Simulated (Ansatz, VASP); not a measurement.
Ni in VASP and in Ansatz

Contents of POSCAR:

```
Ni
1.0
    0.0000000000      1.7596893146      1.7596893146
    1.7596893146      0.0000000000      1.7596893146
    1.7596893146      1.7596893146      0.0000000000
Ni
1
Direct
    0.0000000000      0.0000000000      0.0000000000
```

Contents of INCAR.step1:

```
SYSTEM = Ni
  ALGO = Normal
  EDIFF = 1E-5
  ENCUT = 520
  GGA = PE
  ISIF = 2
  ISMEAR = -1
  ISPIN = 2
  LASPH = .TRUE.
  LMAXMIX = 4
  LORBIT = 11
  LREAL = .FALSE.
  LWAVE = .TRUE.
  MAGMOM = 0.672
  NBANDS = 15
  NELM = 150
  PREC = Accurate
  SIGMA = 0.1
```

File INCAR.step2:

```
SYSTEM = Ni
  ALGO = Normal
  EDIFF = 1E-6
  ENCUT = 520
  GGA = PE
  HFSCREEN = 0.2079
  ISIF = 2
  ISMEAR = -1
  ISPIN = 2
  ISTART = 1
  LASPH = .TRUE.
  LCHARG = .TRUE.
  LELF = .TRUE.
  LHFCALC = .TRUE.
  LMAXMIX = 4
  LORBIT = 11
  LREAL = .FALSE.
  LVHAR = .TRUE.
  LWAVE = .FALSE.
  MAGMOM = 0.672
  NBANDS = 15
  NELM = 150
  PREC = Accurate
  PRECFOCK = Normal
  SIGMA = 0.1
```

File KPOINTS:

```
k-points
0
G
  8 8 8
  0 0 0
```

Input for Ansatz:

```yaml
crystal:
  lattice:
    - [0.0, 1.7596893146, 1.7596893146]
    - [1.7596893146, 0.0, 1.7596893146]
    - [1.7596893146, 1.7596893146, 0.0]
  atoms:
    - { symbol: Ni, position: [0.0, 0.0, 0.0], spin: 0.672 }
hamiltonian:
  xc: hse06
  pseudopotentials:
    kind: paw
    azcp:
      Ni: "pseudopotentials/Ni.paw.azcp"
basis:
  ecutwfc: 420
  fft_grid_basis: typed
kpoints:
  mp_grid: { grid: [8, 8, 8], shift: [0, 0, 0] }
magnetization:
  spin_polarized: true
scf:
  occupations: { method: fermi_dirac, width: 0.1 }
```

Alike in both runs: task single point; functional HSE06; k mesh 8 × 8 × 8; occupations fermi-dirac, width 0.1 eV; collinear spin.

|  | VASP | Ansatz |
| --- | --- | --- |
| version | VASP 6.6.1 | Ansatz 0.2.0 |
| potentials or method | VASP PAW PBE potentials, release 64 (Ni), cutoff 520 eV | plane waves (420 eV) with PAW, scalar-relativistic |
| valence electrons in the cell | 10 | 18 |

|  | VASP | Ansatz | Ansatz less VASP |
| --- | --- | --- | --- |
| net moment per atom (μB) | 0.73 | 0.78 | +0.051 |
| size of the moment on the site where the two differ most (μB) | 0.77 | 0.90 | +0.134 |

Site moments also hang on the region over which each program counts them. With one functional, cell and mesh, what is left measures potentials, basis and numerics. VASP's potentials hold 10 valence electrons a cell and Ansatz's 18, so a difference there can come from the potentials and not from the codes. Ansatz's warnings: filled band counts differ across k points, stability check not made.

The k mesh is coarse, so the values compare programs but aren't converged.
